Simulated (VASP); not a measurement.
Here is a VASP 6.6.1 calculation.

File INCAR:

```
SYSTEM = AlSi23HO48
PREC = Accurate
ENCUT = 520
EDIFF = 1E-6
ISMEAR = 0
SIGMA = 0.02
LREAL = Auto
LASPH = .True.
NELM = 60
ALGO = Normal
ISIF = 2
LWAVE = .False.
LCHARG = .False.
GGA = PE
NBANDS = 234
```

KPOINTS

```
Automatic mesh
0
Gamma
  1 1 1
  0 0 0
```

The input POSCAR:

```
AlSi23HO48
1.0
    9.8316000000      0.0000000000      0.0000000000
   -4.9158000000      8.5144150000      0.0000000000
    0.0000000000      0.0000000000     10.8182000000
Si O Al H
23 48 1 1
Direct
    0.2707910000      0.0001523800      0.1602280000
    0.0031078000      0.2738780000      0.3372560000
    0.2257670000      0.2327160000      0.0010558000
    0.2662600000      0.9963501000      0.6615830000
    0.9973292000      0.2695350000      0.8371510000
    0.2324570000      0.2240680000      0.4965950000
    0.2683800000      0.5020170000      0.1688810000
    0.0046040000      0.7704050000      0.3332450000
    0.2307490000      0.7280770000      0.9952677000
    0.9983032000      0.7660620000      0.8316270000
    0.2377440000      0.7355440000      0.4972600000
    0.7690230000      0.0099828000      0.1657910000
    0.4987680000      0.2630270000      0.3282030000
    0.7271050000      0.2349560000      0.9983316000
    0.7699370000      0.0028498000      0.6656050000
    0.4897170000      0.2690740000      0.8299280000
    0.7308480000      0.2336040000      0.5005640000
    0.7687620000      0.5019070000      0.1691910000
    0.5008740000      0.7728650000      0.3307920000
    0.7444360000      0.7446600000      0.0064547000
    0.7574780000      0.5006330000      0.6641390000
    0.5087570000      0.7701700000      0.8400500000
    0.7367760000      0.7400850000      0.4952760000
    0.0669990000      0.2014560000      0.4423840000
    0.2933680000      0.3635730000      0.1109120000
    0.1424440000      0.4380810000      0.2816240000
    0.2047280000      0.0687820000      0.0535790000
    0.3563660000      0.2834140000      0.3811320000
    0.4374350000      0.1364230000      0.2151890000
    0.0572690000      0.2009390000      0.9500830000
    0.3010870000      0.3461210000      0.6088230000
    0.1344440000      0.4335340000      0.7872490000
    0.2007330000      0.0538050000      0.5466670000
    0.3529940000      0.2961840000      0.8878520000
    0.4270900000      0.1377590000      0.7214780000
    0.0715580000      0.7136130000      0.4468100000
    0.3013150000      0.8671760000      0.0981760000
    0.1415890000      0.9302960000      0.2706040000
    0.2028910000      0.5674830000      0.0590350000
    0.3642020000      0.8036030000      0.3831170000
    0.4353540000      0.6407000000      0.2216290000
    0.0661520000      0.7023680000      0.9406990000
    0.3041460000      0.8641220000      0.6100360000
    0.1352720000      0.9272650000      0.7715610000
    0.2152660000      0.5737100000      0.5473820000
    0.3559620000      0.7787600000      0.8802220000
    0.4552200000      0.6206830000      0.7368980000
    0.5674600000      0.2010270000      0.4380930000
    0.7921120000      0.3639660000      0.1091680000
    0.6354010000      0.4319020000      0.2765330000
    0.6982380000      0.0688910000      0.0545700000
    0.8699110000      0.3055760000      0.3976290000
    0.9302700000      0.1514330000      0.2220930000
    0.5657320000      0.2155110000      0.9399210000
    0.7780370000      0.3568910000      0.6150950000
    0.6163690000      0.4405850000      0.7689160000
    0.7068080000      0.0694810000      0.5556000000
    0.8542380000      0.2926750000      0.8876010000
    0.9311320000      0.1375530000      0.7265500000
    0.5713950000      0.7143480000      0.4420600000
    0.8084990000      0.8785630000      0.1125620000
    0.6388960000      0.9375190000      0.2749870000
    0.7126420000      0.5782480000      0.0609500000
    0.8670440000      0.8013900000      0.3856450000
    0.9344440000      0.6342550000      0.2273320000
    0.5771530000      0.7178900000      0.9544130000
    0.7978400000      0.8654860000      0.6093110000
    0.6340290000      0.9297530000      0.7728060000
    0.7053340000      0.5729530000      0.5507980000
    0.8663110000      0.8003780000      0.8909460000
    0.9205510000      0.6317050000      0.7255820000
    0.2600150000      0.4856160000      0.6635380000
    0.5032493200      0.5708696300      0.7468159000
```

Potentials or basis: VASP PAW PBE potentials, release 64 (Si, O, Al, H).

Command:

```sh
$ cat potpaw_PBE.64/Si/POTCAR potpaw_PBE.64/O/POTCAR potpaw_PBE.64/Al/POTCAR potpaw_PBE.64/H/POTCAR > POTCAR
$ mpirun -np 1 vasp_gam > vasp.out
```

(1) Predict the largest force.

(2) Predict the pressure.

(3) What does it give for the band gap on the k mesh?

## Answers

(1) 11.521 eV/Å.

(2) 3.4 GPa.

(3) 5.43 eV.

Caveat: the k points lie up to 0.74 Å⁻¹ apart.
